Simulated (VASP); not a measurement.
Set up this calculation in VASP 6.6.1, as the native input.

```yaml
Task: single point
Functional: PBE
Potentials_or_basis: VASP PAW PBE potentials, release 64 (Cs_sv, Zn)
Cutoff: 520 eV
k_mesh: 8 × 8 × 8
Occupations: fermi-dirac, width 0.05 eV
Spin: no spin polarisation
Dipole_correction: no
Further_INCAR_settings: ALGO = Normal; EDIFF = 1e-06; NBANDS = 18
```

The structure of CsZn (CsCl type) lies in POSCAR:

```
CsZn
1.0
    4.5860445664      0.0000000000      0.0000000000
    0.0000000000      4.5860445664      0.0000000000
    0.0000000000      0.0000000000      4.5860445664
Cs Zn
1 1
Direct
    0.0000000000      0.0000000000      0.0000000000
    0.5000000000      0.5000000000      0.5000000000
```

One way to write it, as run:

INCAR

```
SYSTEM = CsZn
  PREC = Accurate
  ENCUT = 520
  EDIFF = 1E-6
  ISMEAR = -1
  SIGMA = 0.05
  LREAL = .FALSE.
  LASPH = .TRUE.
  NELM = 80
  ALGO = Normal
  ISIF = 2
  LWAVE = .FALSE.
  LCHARG = .FALSE.
  GGA = PE
  NBANDS = 18
```

KPOINTS

```
Automatic mesh
0
G
  8 8 8
  0 0 0
```

Potentials or basis: VASP PAW PBE potentials, release 64 (Cs_sv, Zn).

The run is started by

```bash
$ cat potpaw_PBE.64/Cs_sv/POTCAR potpaw_PBE.64/Zn/POTCAR > POTCAR
$ mpirun -np 1 vasp_std > vasp.out
```

Results of the run:

The pressure is 0.0 GPa.

It took 61 s on 1 thread of Intel Xeon 8259CL, on a shared host, peak memory 0.24 GiB.
